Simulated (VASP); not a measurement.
Crystal: MgO.

```
Mg O
1.0
     0.00000    2.12319    2.08979
     2.12319    0.00000    2.08979
     2.12319    2.12319    0.00000
Mg O
1 1
Direct
  0.00000 0.00000 0.00000
  0.50000 0.50000 0.50000
```

This cell differs from its parent crystal: epitaxial xy strain +1.0%.

Base run:

* Program: VASP 6.6.1
* Functional: PBE
* Potentials or basis: VASP PAW PBE potentials, release 64 (Mg, O)
* Cutoff: 520 eV
* k mesh: 10 × 10 × 10
* Occupations: fermi-dirac, width 0.02 eV
* Spin: no spin polarisation

Its results: band gap on the k mesh 4.63 eV, direct; pressure 2.6 GPa.

Task: The run is repeated on the same cell with these changes: functional from PBE to r2SCAN; occupations from fermi-dirac, width 0.02 eV to gaussian, width 0.01 eV. What comes out?

Result: Band gap on the k mesh 5.50 eV, direct; pressure -3.3 GPa.

Caveats: the PAW data sets were made with another functional, which shifts forces and pressure a little (some runs).

